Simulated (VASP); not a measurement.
Sc5Al11N16 (wurtzite Al11Sc5N16), 32 atoms in the cell. It takes space group Cm (No. 8, monoclinic). The conventional cell has a = 11.350 Å, b = 6.511 Å, c = 10.200 Å, α = 90.00°, β = 90.04°, γ = 90.00°. Al (site symmetry m) has 4 N at 1.90 to 1.99 Å within 2.5 Å. Within 2.6 Å of Al (site symmetry 1) lie 4 N at 1.92 to 1.99 Å. Al (site symmetry 1) has 4 N at 1.90 to 1.97 Å within 2.5 Å. Al (site symmetry m) has 4 N at 1.87 to 1.93 Å within 2.5 Å. Al (site symmetry m) has 4 N at 1.89 to 1.98 Å within 2.5 Å. Al (site symmetry m) has 4 N at 1.89 to 1.96 Å within 2.5 Å. Al (site symmetry m) has 4 N at 1.90 to 1.94 Å within 2.5 Å. Within 2.5 Å of Al (site symmetry m) lie 4 N at 1.87 to 1.93 Å. 

```yaml
Program: VASP 6.6.1
Task: single point
Functional: PBE
Potentials_or_basis: VASP PAW PBE potentials, release 64 (Al, Sc_sv, N)
Cutoff: 520 eV
k_mesh: 4 × 4 × 3
Occupations: gaussian, width 0.01 eV
Spin: no spin polarisation
Dipole_correction: no
Further_INCAR_settings: LREAL = Auto; ALGO = Normal; EDIFF = 1e-06; NBANDS = 106
```

Potentials or basis: VASP PAW PBE potentials, release 64 (Al, Sc_sv, N).

Run with:

```bash
$ cat potpaw_PBE.64/Al/POTCAR potpaw_PBE.64/Sc_sv/POTCAR potpaw_PBE.64/N/POTCAR > POTCAR
$ mpirun -np 1 vasp_std > vasp.out
```

Hardware: 1 thread of Intel(R) Xeon(R) 6975P-C (Granite Rapids), with other jobs on the host.

**Question.** How long does it take, and how much memory?

**Answer.** Run time: 15 min on 1 thread of Intel(R) Xeon(R) 6975P-C (Granite Rapids), with other jobs on the host, peak memory 0.7 GiB. Counts: scf iterations 17, k points 17.
